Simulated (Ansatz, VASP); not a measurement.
## Si in VASP and in Ansatz

```
Si
1.0
    -1.56892    1.56892    1.39548
     1.56892   -1.56892    1.39548
     1.56892    1.56892   -1.39548
Si
1
Direct
  0.00000 0.00000 0.00000
```

Alike in both runs: task single point; functional PBE; dispersion D3(BJ); k mesh 32 × 32 × 32; occupations gaussian, width 0.15 eV; no spin polarisation.

```csv
,VASP,Ansatz
version,VASP 6.6.1,Ansatz 0.2.0
potentials or method,"VASP PAW PBE potentials, release 64 (Si), cutoff 520 eV","scalar-relativistic, plane waves, PAW"
valence electrons in the cell,4,4
```

```tsv
	VASP	Ansatz	Ansatz less VASP
gap on the k mesh at the Fermi level (eV)	none	none	-
pressure (GPa)	0.3	0.4	+0.04
traceless stress, the component that is largest in VASP (GPa)	-3.44	-3.42	+0.014
```

A gap of «none» marks a metal or a gap that the smearing closes.
